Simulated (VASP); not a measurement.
# Fe (Fmmm) in VASP: further runs

The runs below take Fe through electric field gradients, with PBE.

Everything below comes from runs of VASP 6.6.1. Logs are shortened: lines on timing, memory, paths and dates and some standing lists are left out, and cuts for length are marked.

## Step 1: The cell of the first run

It takes space group Fmmm (No. 69, orthorhombic). Conventional cell: a = 3.057 Å, b = 3.930 Å, c = 3.961 Å, α = 90.00°, β = 90.00°, γ = 90.00°. Fe (site symmetry mmm) has 14 Fe at 2.49 to 3.06 Å within 3.3 Å.

## Step 2: Electric field gradients, PBE, collinear spin, ferromagnetic start (equal xx and yy strain of +2 %)

Contents of INCAR:

```
PREC = Accurate
ENCUT = 520
EDIFF = 1E-8
ISMEAR = -1
SIGMA = 0.05
LREAL = F
LASPH = T
NELM = 150
ALGO = Normal
ISIF = 2
LWAVE = F
LCHARG = F
ISPIN = 2
MAGMOM = 3
LORBIT = 11
LMAXMIX = 4
GGA = PE
LEFG = T
NBANDS = 14
```

Contents of KPOINTS:

```
regular mesh
0
Gamma
  16 16 16
```

Contents of POSCAR:

```
Fe
1.0
    0.0000000000      1.9805744844      1.9651051623
    1.5284085041      0.0000000000      1.9651051623
    1.5284085041      1.9805744844      0.0000000000
Fe
1
Direct
    0.0000000000      0.0000000000      0.0000000000
```

Potentials or basis: VASP PAW PBE potentials, release 64 (Fe).

Command:

```sh
$ cat potpaw_PBE.64/Fe/POTCAR > POTCAR
$ mpirun -np 1 vasp_std > vasp.out
```

OUTCAR:

```text
PREC = Accurate
   ENCUT = 520
   EDIFF = 1E-8
   ISMEAR = -1
   LREAL = F
   LASPH = T
   NELM = 150
   ISIF = 2
   ISPIN = 2
   LORBIT = 11
   GGA = PE

 ion  position               nearest neighbor table
   1  0.000  0.000  0.000-

  LATTYP: Found a face centered orthorhombic cell.
 ALAT       =     3.0568170082
 B/A-ratio  =     1.2857198563
 C/A-ratio  =     1.2958410524

  Lattice vectors:

 A1 = (   0.0000000000,   1.9805744844,  -1.9651051623)
 A2 = (   1.5284085041,   1.9805744844,   0.0000000000)
 A3 = (   1.5284085041,   0.0000000000,  -1.9651051623)

Analysis of symmetry for initial positions (statically):
=====================================================================
 Subroutine PRICEL returns:
 Original cell was already a primitive cell.

 Routine SETGRP: Setting up the symmetry group for a
 face centered orthorhombic supercell.

 Subroutine GETGRP returns: Found  8 space group operations
 (whereof  8 operations were pure point group operations)
 out of a pool of  8 trial point group operations.

The static configuration has the point symmetry D_2h.

Analysis of symmetry for dynamics (positions and initial velocities):
=====================================================================
 Subroutine PRICEL returns:
 Original cell was already a primitive cell.

 Routine SETGRP: Setting up the symmetry group for a
 face centered orthorhombic supercell.

 Subroutine GETGRP returns: Found  8 space group operations
 (whereof  8 operations were pure point group operations)
 out of a pool of  8 trial point group operations.

The dynamic configuration has the point symmetry D_2h.

Analysis of structural, dynamic, and magnetic symmetry:
=====================================================================
 Subroutine PRICEL returns:
 Original cell was already a primitive cell.

 Routine SETGRP: Setting up the symmetry group for a
 face centered orthorhombic supercell.

 Subroutine GETGRP returns: Found  8 space group operations
 (whereof  8 operations were pure point group operations)
 out of a pool of  8 trial point group operations.

The overall configuration has the point symmetry D_2h.

 Subroutine INISYM returns: Found  8 space group operations
 (whereof  8 operations are pure point group operations),
 and found     1 'primitive' translations

----------------------------------------------------------------------------------------

                                     Primitive cell

  volume of cell :      11.8972

  direct lattice vectors                    reciprocal lattice vectors
     0.000000000  1.980574484  1.965105162    -0.327137672  0.252452005  0.254439309
     1.528408504  0.000000000  1.965105162     0.327137672 -0.252452005  0.254439309
     1.528408504  1.980574484  0.000000000     0.327137672  0.252452005 -0.254439309

  length of vectors
     2.790038277  2.489512172  2.501740963     0.485273566  0.485273566  0.485273566

  position of ions in fractional coordinates (direct lattice)
     0.000000000  0.000000000  0.000000000

  ion indices of the primitive-cell ions
   primitive index   ion index
                 1           1

----------------------------------------------------------------------------------------

 KPOINTS: regular mesh

Automatic generation of k-mesh.
 Grid dimensions read from file:
 generate k-points for:   16   16   16

 Generating k-lattice:

  Cartesian coordinates                     Fractional coordinates (reciprocal lattice)
    -0.020446105  0.015778250  0.015902457     0.062500000 -0.000000000 -0.000000000
     0.020446105 -0.015778250  0.015902457     0.000000000  0.062500000  0.000000000
     0.020446105  0.015778250 -0.015902457     0.000000000  0.000000000  0.062500000

  Length of vectors
     0.030329598  0.030329598  0.030329598

  Shift w.r.t. Gamma in fractional coordinates (k-lattice)
     0.000000000  0.000000000  0.000000000
[... 59 lines left out ...]
   POTIM  = 0.5000    time-step for ionic-motion
   TEBEG  =    0.0;   TEEND  =   0.0 temperature during run
   PSTRESS=    0.0 pullay stress
   NELECT =       8.0000    total number of electrons
   NUPDOWN=      -1.0000    fix difference up-down
   EMIN   =  10.00;   EMAX   =-10.00  energy-range for DOS
   EFERMI =   0.00;   METHOD = LEGACY
   ISMEAR =    -1;   SIGMA  =   0.05  broadening in eV -4-tet -1-fermi 0-gaus
   EFERMI_NEDOS =   21; number of points for ismear=-14 and -15
   IALGO  =     38    algorithm
   IMIX   =      4    mixing-type and parameters
     AMIX     =   0.40;   BMIX     =  1.00
     AMIX_MAG =   1.60;   BMIX_MAG =  1.00
  volume/ion in A,a.u.               =      11.90        80.29
  Fermi-wavevector in a.u.,A,eV,Ry     =   1.434243  2.710326 27.987898  2.057052
  Thomas-Fermi vector in A             =   2.553673
   LORBIT       =     11    0 simple, 1 ext, 2 COOP (PROOUT), +10 PAW based schemes
   GGA     = PE    functional components
   LHFCALC =     F    Hartree Fock is set to
   AEXX    =    0.0000 exact exchange contribution
   IVDW    =     0    specifies the selected vdW correction
   LEPSILON=     F    determine dielectric tensor
   LRPA    =     F    only Hartree local field effects (RPA)
 spin polarized calculation
  energy-cutoff  :      520.00
  volume of cell :       11.90
 maximum number of plane-waves:       337
 NGX is ok and might be reduce to    24
   NGX = 11   NGY =  9   NGZ =  9

 number of electron       7.9999999 magnetization       2.3172816

 Free energy of the ion-electron system (eV)
  ---------------------------------------------------
  ext. energy  EPLUGINS =         0.00000000
  ---------------------------------------------------
  free energy    TOTEN  =        -8.21287760 eV

  energy without entropy =       -8.20327191  energy(sigma->0) =       -8.20807475

 E-fermi :   5.3548     XC(G=0): -12.8527

 val. band max:        5.3539766710   @ k =  -0.1875   0.3750   0.3125
 cond. band min:       5.3549435964   @ k =  -0.2500   0.1875   0.2500
 fundamental gap:      0.0009669254
 Fermi energy:         5.3547556758

 spin component 1

 k-point     1 :       0.0000    0.0000    0.0000
  band No.  band energies     occupation
      1      -2.8102      1.00000
      2       3.0035      1.00000
      3       3.0569      1.00000
      4       3.4063      1.00000
      5       4.0159      1.00000
      6       4.4151      1.00000
      7      28.7684      0.00000
      8      30.3941      0.00000
      9      30.5466      0.00000
     10      34.1961      0.00000
     11      35.0675      0.00000
     12      35.4252      0.00000
     13      35.8348      0.00000
     14      35.8896      0.00000
[... 379 lines left out ...]
      3       3.0993      1.00000
      4       3.5252      1.00000
      5       3.9278      1.00000
      6       4.3821      1.00000
      7      26.9347      0.00000
      8      28.4265      0.00000
      9      30.1650      0.00000
     10      32.8888      0.00000
     11      33.4562      0.00000
     12      35.4088      0.00000
     13      36.0067      0.00000
     14      37.9146      0.00000

 [... further k-points ...]

 spin component 2

 k-point     1 :       0.0000    0.0000    0.0000
  band No.  band energies     occupation
      1      -2.6335      1.00000
      2       4.9627      0.99961
      3       5.0563      0.99745
      4       5.6226      0.00470
      5       6.7130      0.00000
      6       7.3611      0.00000
      7      28.4713      0.00000
      8      30.1953      0.00000
      9      30.3777      0.00000
     10      34.5533      0.00000
     11      35.3969      0.00000
     12      36.1193      0.00000
     13      36.5066      0.00000
     14      36.5562      0.00000
[... 379 lines left out ...]
      3       5.1120      0.99228
      4       5.7293      0.00056
      5       6.5877      0.00000
      6       7.3210      0.00000
      7      27.0172      0.00000
      8      28.5565      0.00000
      9      30.0793      0.00000
     10      33.4644      0.00000
     11      33.9619      0.00000
     12      35.8380      0.00000
     13      36.3650      0.00000
     14      38.6072      0.00000

 [... further k-points ...]
[... 5 lines left out ...]
  --------------------------------------------------------------------------------------
  -------------------------------------------------------------------------------------
  Total       -0.8559235     -0.3152156     -0.2557164      0.0000000      0.0000000      0.0000000
  in kB     -115.2654419    -42.4494297    -34.4367905      0.0000000      0.0000000      0.0000000
  external PRESSURE =     -64.0505540 kB  Pullay stress =       0.0000000 kB

 VOLUME and BASIS-vectors are now :
 -----------------------------------------------------------------------------
  energy-cutoff  :      520.00
  volume of cell :       11.90
      direct lattice vectors                 reciprocal lattice vectors
     0.000000000  1.980574484  1.965105162    -0.327137672  0.252452005  0.254439309
     1.528408504  0.000000000  1.965105162     0.327137672 -0.252452005  0.254439309
     1.528408504  1.980574484  0.000000000     0.327137672  0.252452005 -0.254439309

 POSITION                                       TOTAL-FORCE (eV/Angst)
 -----------------------------------------------------------------------------------
      0.00000      0.00000      0.00000         0.000000      0.000000     -0.000000
 -----------------------------------------------------------------------------------
    total drift:                                0.000000      0.000000      0.000000

  FREE ENERGIE OF THE ION-ELECTRON SYSTEM (eV)
  ---------------------------------------------------
  free  energy   TOTEN  =        -8.2128775975 eV

  energy  without entropy=       -8.2032719090  energy(sigma->0) =       -8.20807475

 Electric field gradients (V/A^2)
---------------------------------------------------------------------
 ion       V_xx      V_yy      V_zz      V_xy      V_xz      V_yz
---------------------------------------------------------------------
   1       5.315    -2.791    -2.524    -0.001    -0.000     0.001
---------------------------------------------------------------------

 Electric field gradients after diagonalization (V/A^2)
 (convention: |V_zz| > |V_xx| > |V_yy|)
----------------------------------------------------------------------
 ion       V_xx      V_yy      V_zz     asymmetry (V_yy - V_xx)/ V_zz
----------------------------------------------------------------------
   1      -2.791    -2.524     5.315       0.050
----------------------------------------------------------------------

           NMR quadrupolar parameters

 Cq : quadrupolar parameter    Cq=e*Q*V_zz/h
 eta: asymmetry parameters     (V_yy - V_xx)/ V_zz
 Q  : nuclear electric quadrupole moment in mb (millibarn)
----------------------------------------------------------------------
 ion       Cq(MHz)       eta       Q (mb)
----------------------------------------------------------------------
   1       0.013       0.050       1.000
----------------------------------------------------------------------

 total charge

# of ion       s       p       d       tot
------------------------------------------
    1        0.469   0.500   6.209   7.178

 magnetization (x)

# of ion       s       p       d       tot
------------------------------------------
    1       -0.014  -0.052   2.386   2.320
```

Wall time 81 s (1 thread of Intel Xeon 6975P-C (Granite Rapids), shared host); peak memory 0.27 GiB.

Results:

```
Free energy                                           : -8.2129 eV
Pressure                                              : -6.4 GPa
Net moment                                            : 2.32 μB per cell
Site moments                                          : Fe +2.32 μB
Valence electrons inside the program's atomic spheres : Fe 7.18
```

Levels at points of the mesh, in eV from the Fermi level:
Spin up:
```tsv
k point	band 3	band 4	band 5	band 6	band 7	band 8
(0.00, 0.00, 0.00)	-2.30	-1.95	-1.34	-0.94	23.41	25.04
(0.50, 0.00, 0.00)	-1.41	-0.79	0.20	0.33	6.67	18.69
(0.50, 0.50, 0.00)	-0.77	-0.73	0.36	1.12	7.68	16.68
(0.50, 0.00, 0.50)	-0.75	-0.70	0.31	0.97	7.51	16.82
(0.00, 0.50, 0.50)	-0.12	0.06	0.13	7.46	10.79	10.79
```
Spin down:
| k point | band 1 | band 2 | band 3 | band 4 | band 5 | band 6 | band 7 |
| --- | --- | --- | --- | --- | --- | --- | --- |
| (0.00, 0.00, 0.00) | -7.99 | -0.39 | -0.30 | 0.27 | 1.36 | 2.01 | 23.12 |
| (0.50, 0.00, 0.00) | -3.36 | -1.11 | 0.43 | 1.25 | 2.04 | 2.60 | 8.12 |
| (0.50, 0.50, 0.00) | -3.27 | -1.83 | 1.25 | 2.01 | 2.11 | 2.66 | 9.10 |
| (0.50, 0.00, 0.50) | -3.29 | -1.87 | 1.10 | 2.05 | 2.15 | 2.65 | 8.94 |
| (0.00, 0.50, 0.50) | -2.79 | -2.59 | 2.34 | 2.36 | 2.39 | 7.72 | 11.09 |

Electric field gradients, principal values (V/Å²):
| atom | least | middle | greatest (by size) |
| --- | --- | --- | --- |
| 1 Fe | -2.524 | -2.791 | 5.315 |

Caveat: the cell differs from its parent crystal (equal xx and yy strain of +2 %); without QUAD_EFG the Cq values of the log hold for a quadrupole moment of 1 mb, not for the nuclei.

## Step 3: Electric field gradients, PBE, collinear spin, ferromagnetic start (equal xx and yy strain of +2 %)

Contents of INCAR:

```
SYSTEM = Fe
PREC = Accurate
ENCUT = 520
EDIFF = 1E-8
ISMEAR = -1
SIGMA = 0.05
LREAL = .FALSE.
LASPH = .TRUE.
NELM = 150
ALGO = Normal
ISIF = 2
LWAVE = .FALSE.
LCHARG = .FALSE.
ISPIN = 2
MAGMOM = 3
LORBIT = 11
LMAXMIX = 4
GGA = PE
LEFG = .TRUE.
NBANDS = 14
```

Contents of KPOINTS:

```
regular mesh
0
G
  16 16 16
  0 0 0
```

POSCAR is that of step 2.

Potentials or basis: VASP PAW PBE potentials, release 64 (Fe).

Command:

```sh
$ cat potpaw_PBE.64/Fe/POTCAR > POTCAR
$ mpirun -np 1 vasp_std > vasp.out
```

OUTCAR:

```text
SYSTEM = Fe
   PREC = Accurate
   ENCUT = 520
   EDIFF = 1E-8
   ISMEAR = -1
   LREAL = .FALSE.
   LASPH = .TRUE.
   NELM = 150
   ISIF = 2
   ISPIN = 2
   LORBIT = 11
   GGA = PE

 ion  position               nearest neighbor table
   1  0.000  0.000  0.000-

  LATTYP: Found a face centered orthorhombic cell.
 ALAT       =     3.0568170082
 B/A-ratio  =     1.2857198563
 C/A-ratio  =     1.2958410524

  Lattice vectors:

 A1 = (   0.0000000000,   1.9805744844,  -1.9651051623)
 A2 = (   1.5284085041,   1.9805744844,   0.0000000000)
 A3 = (   1.5284085041,   0.0000000000,  -1.9651051623)

Analysis of symmetry for initial positions (statically):
=====================================================================
 Subroutine PRICEL returns:
 Original cell was already a primitive cell.

 Routine SETGRP: Setting up the symmetry group for a
 face centered orthorhombic supercell.

 Subroutine GETGRP returns: Found  8 space group operations
 (whereof  8 operations were pure point group operations)
 out of a pool of  8 trial point group operations.

The static configuration has the point symmetry D_2h.

Analysis of symmetry for dynamics (positions and initial velocities):
=====================================================================
 Subroutine PRICEL returns:
 Original cell was already a primitive cell.

 Routine SETGRP: Setting up the symmetry group for a
 face centered orthorhombic supercell.

 Subroutine GETGRP returns: Found  8 space group operations
 (whereof  8 operations were pure point group operations)
 out of a pool of  8 trial point group operations.

The dynamic configuration has the point symmetry D_2h.

Analysis of structural, dynamic, and magnetic symmetry:
[... 593 lines left out ...]
     14      36.5562      0.00000
[... 379 lines left out ...]
      3       5.1120      0.99228
      4       5.7293      0.00056
      5       6.5877      0.00000
      6       7.3210      0.00000
      7      27.0172      0.00000
      8      28.5565      0.00000
      9      30.0793      0.00000
     10      33.4644      0.00000
     11      33.9619      0.00000
     12      35.8380      0.00000
     13      36.3650      0.00000
     14      38.6072      0.00000

 [... further k-points ...]
[... 5 lines left out ...]
  --------------------------------------------------------------------------------------
  -------------------------------------------------------------------------------------
  Total       -0.8559235     -0.3152156     -0.2557164      0.0000000      0.0000000      0.0000000
  in kB     -115.2654419    -42.4494297    -34.4367905      0.0000000      0.0000000      0.0000000
  external PRESSURE =     -64.0505540 kB  Pullay stress =       0.0000000 kB

 VOLUME and BASIS-vectors are now :
 -----------------------------------------------------------------------------
  energy-cutoff  :      520.00
  volume of cell :       11.90
      direct lattice vectors                 reciprocal lattice vectors
     0.000000000  1.980574484  1.965105162    -0.327137672  0.252452005  0.254439309
     1.528408504  0.000000000  1.965105162     0.327137672 -0.252452005  0.254439309
     1.528408504  1.980574484  0.000000000     0.327137672  0.252452005 -0.254439309

 POSITION                                       TOTAL-FORCE (eV/Angst)
 -----------------------------------------------------------------------------------
      0.00000      0.00000      0.00000         0.000000      0.000000     -0.000000
 -----------------------------------------------------------------------------------
    total drift:                                0.000000      0.000000      0.000000

  FREE ENERGIE OF THE ION-ELECTRON SYSTEM (eV)
  ---------------------------------------------------
  free  energy   TOTEN  =        -8.2128775975 eV

  energy  without entropy=       -8.2032719090  energy(sigma->0) =       -8.20807475

 Electric field gradients (V/A^2)
---------------------------------------------------------------------
 ion       V_xx      V_yy      V_zz      V_xy      V_xz      V_yz
---------------------------------------------------------------------
   1       5.315    -2.791    -2.524    -0.001    -0.000     0.001
---------------------------------------------------------------------

 Electric field gradients after diagonalization (V/A^2)
 (convention: |V_zz| > |V_xx| > |V_yy|)
----------------------------------------------------------------------
 ion       V_xx      V_yy      V_zz     asymmetry (V_yy - V_xx)/ V_zz
----------------------------------------------------------------------
   1      -2.791    -2.524     5.315       0.050
----------------------------------------------------------------------

           NMR quadrupolar parameters

 Cq : quadrupolar parameter    Cq=e*Q*V_zz/h
 eta: asymmetry parameters     (V_yy - V_xx)/ V_zz
 Q  : nuclear electric quadrupole moment in mb (millibarn)
----------------------------------------------------------------------
 ion       Cq(MHz)       eta       Q (mb)
----------------------------------------------------------------------
   1       0.013       0.050       1.000
----------------------------------------------------------------------

 total charge

# of ion       s       p       d       tot
------------------------------------------
    1        0.469   0.500   6.209   7.178

 magnetization (x)

# of ion       s       p       d       tot
------------------------------------------
    1       -0.014  -0.052   2.386   2.320
```

Run time: 79 s. Hardware: 1 thread of Intel Xeon 6975P-C (Granite Rapids), shared host; peak memory 0.27 GiB.

What came out:

```yaml
Free_energy: -8.2129 eV
Pressure: -6.4 GPa
Net_moment: 2.32 μB per cell
Site_moments: Fe +2.32 μB
Valence_electrons_inside_the_program's_atomic_spheres: Fe 7.18
```

Electric field gradients, principal values (V/Å²):
```
atom   least  middle  greatest (by size)
1 Fe  -2.524  -2.791               5.315
```

Caveat: the cell differs from its parent crystal (equal xx and yy strain of +2 %); without QUAD_EFG the Cq values of the log hold for a quadrupole moment of 1 mb, not for the nuclei.

[end of part 1 of 2]
